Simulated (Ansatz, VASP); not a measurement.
## Zn: VASP beside Ansatz

File POSCAR:

```
Zn
1.0
    2.6187264646      0.0000000000      0.0000000000
   -1.3093632323      2.2678836439      0.0000000000
    0.0000000000      0.0000000000      4.8388970683
Zn
2
Direct
    0.3333333333      0.6666666667      0.2500000000
    0.6666666667      0.3333333333      0.7500000000
```

File INCAR.step1:

```
ALGO = Normal
EDIFF = 1E-4
ENCUT = 520
GGA = PE
ISMEAR = -1
LASPH = True
LCHARG = False
LREAL = False
LWAVE = True
NBANDS = 19
NELM = 60
PREC = Accurate
SIGMA = 0.2
```

INCAR.step2

```
ALGO = Normal
EDIFF = 1E-6
ENCUT = 520
ISIF = 2
ISMEAR = -1
ISTART = 1
LASPH = True
LCHARG = True
LELF = True
LMIXTAU = True
LREAL = False
LVHAR = True
LWAVE = False
METAGGA = R2SCAN
NBANDS = 19
NELM = 60
PREC = Accurate
SIGMA = 0.2
```

KPOINTS

```
k-points
0
Gamma
  14 14 7
```

Input for Ansatz:

```yaml
crystal:
  lattice:
    - [2.6187264646, 0.0, 0.0]
    - [-1.3093632323, 2.2678836439, 0.0]
    - [0.0, 0.0, 4.8388970683]
  atoms:
    - { symbol: Zn, position: [0.3333333333, 0.6666666667, 0.25] }
    - { symbol: Zn, position: [0.6666666667, 0.3333333333, 0.75] }
hamiltonian:
  xc: r2scan
  pseudopotentials:
    kind: paw
    azcp:
      Zn: "pseudopotentials/Zn.paw.azcp"
basis:
  ecutwfc: 500
  fft_grid_basis: typed
kpoints:
  mp_grid: { grid: [14, 14, 7], shift: [0, 0, 0] }
magnetization:
  spin_polarized: false
scf:
  occupations: { method: fermi_dirac, width: 0.2 }
  lower_state_search: "off"
output:
  stress: true
  write_density: true
  write_potential: true
  elf: true
  volumetric_format: npy
```

Alike in both runs: task single point; functional r2SCAN; k mesh 14 × 14 × 7; occupations fermi-dirac, width 0.2 eV; no spin polarisation.

```csv
,VASP,Ansatz
version,VASP 6.6.1,Ansatz 0.2.0
potentials or method,"VASP PAW PBE potentials, release 64 (Zn), cutoff 520 eV","plane waves (500 eV) with PAW, scalar-relativistic"
valence electrons in the cell,24,24
```

|  | VASP | Ansatz | Ansatz less VASP |
| --- | --- | --- | --- |
| pressure (GPa) | 0.7 | 0.2 | -0.50 |
| traceless stress, the component that is largest in VASP (GPa) | -0.52 | -0.37 | +0.144 |

VASP's potentials were made for PBE, not for r2SCAN. With one functional, cell and mesh, what is left measures potentials, basis and numerics.
